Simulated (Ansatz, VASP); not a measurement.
## Ir: VASP beside Ansatz

```
CELL_PARAMETERS angstrom
0.00000 2.09433 1.66122
2.09433 0.00000 1.66122
2.09433 2.09433 0.00000
ATOMIC_POSITIONS crystal
Ir 0.00000 0.00000 0.00000
```

Alike in both runs: task single point; functional LDA; k mesh 22 × 22 × 22; occupations gaussian, width 0.15 eV; no spin polarisation.

|  | VASP | Ansatz |
| --- | --- | --- |
| version | VASP 6.6.1 | Ansatz 0.2.0 |
| potentials or method | VASP PAW LDA potentials, release 64 (Ir), cutoff 520 eV | scalar-relativistic, plane waves, PAW |
| valence electrons in the cell | 9 | 17 |

|  | VASP | Ansatz | Ansatz less VASP |
| --- | --- | --- | --- |
| gap on the k mesh at the Fermi level (eV) | none | none | - |
| pressure (GPa) | -7.9 | -10.0 | -2.15 |
| traceless stress, the component that is largest in VASP (GPa) | 31.10 | 31.39 | +0.288 |

Ansatz warns that its potentials were made for another functional, while VASP's fit it. LDA's correlation is that of Perdew and Zunger in VASP and of Perdew and Wang (1992) in Ansatz. A gap of «none» marks a metal or a gap that the smearing closes. VASP's potentials hold 9 valence electrons a cell and Ansatz's 17, so a difference there can come from the potentials and not from the codes.

Spin-orbit coupling is off throughout.
